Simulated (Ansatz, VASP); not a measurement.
One calculation of TiSi16, two programs

```xyz
17
Lattice="0.0000 5.4300 5.4300 5.4300 0.0000 5.4300 5.4300 5.4300 0.0000" Properties=species:S:1:pos:R:3 pbc="T T T"
Si    0.0015    0.0005   -0.0007
Si    1.4011    1.4061    1.3551
Si    2.7977    2.8035    0.0136
Si    4.1232    4.1196    1.3106
Si    2.7671    0.0244    2.6603
Si    4.0749    1.4025    4.0268
Si    5.4202    2.7991    2.6302
Si    6.8217    4.1512    4.0387
Si    0.0181    2.7708    2.6587
Si    1.4008    4.0747    4.0234
Si    2.7973    5.4166    2.6262
Si    4.1445    6.8242    4.0357
Si    2.7669    2.7691    5.4047
Si    4.1010    4.1069    6.7523
Si    5.4419    5.4468    5.4125
Si    6.8214    6.8209    6.7079
Ti    6.8333    6.8325    9.4574
```

Alike in both runs: functional PBE; k mesh 2 × 2 × 2; occupations fermi-dirac, width 0.02 eV; no spin polarisation.

Ansatz relaxed the structure, and its values are those at the end. VASP's run is a single point on that final structure, the one shown.

|  | VASP | Ansatz |
| --- | --- | --- |
| version | VASP 6.6.1 | Ansatz 0.2.0 |
| potentials or method | VASP PAW PBE potentials, release 64 (Si, Ti_sv), cutoff 520 eV | scalar-relativistic, plane waves, PAW |
| valence electrons in the cell | 76 | 76 |

|  | VASP | Ansatz | Ansatz less VASP |
| --- | --- | --- | --- |
| rms of the force components (eV/Å) | 0.025 | 0.025 | 0.0000 |

With one functional, cell and mesh, what is left measures potentials, basis and numerics.

The k mesh is coarse, so the values compare programs but aren't converged.
